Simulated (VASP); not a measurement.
Runs of VASP 6.6.1 on Y3V. The structure is that of space group Fm-3m (No. 225), or close to it. The cells are those of the table. 

```tsv
level	spin	cell	k mesh	gap on the mesh (eV)	pressure (GPa)	moment (μB)
r2SCAN	off	a = 5.391 Å, angles 60.0°, 4 atoms	10 × 10 × 10	none	-1.8	-
r2SCAN	collinear, ferromagnetic start	a = 5.391 Å, angles 60.0°, 4 atoms	10 × 10 × 10	none	0.9	(b)
PBE	off	a = 5.391 Å, angles 60.0°, 4 atoms	10 × 10 × 10	none	-2.4	-
PBE	collinear, ferromagnetic start	a = 5.424 Å, angles 60.0°, 4 atoms	4 × 4 × 4	none	-0.8	(a)
PBE	off	a = 5.303 Å, angles 60.0°, 4 atoms	10 × 10 × 10	none	-0.1	-
```

Alike in all rows: task single point; potentials or basis VASP PAW PBE potentials, release 64 (Y_sv, V_sv); cutoff (eV) 520; smearing gaussian 0.1 eV.

**Question.** Fill in the values left out.

**Answer.** (a) 3.83; (b) 3.87.

Caveats: the PAW data sets were made with another functional, which shifts forces and pressure a little (at least some runs).

A k mesh can miss the band edges, and the runs leave out spin-orbit coupling on Y.

A gap of «none» marks levels without a gap at the run's occupations.
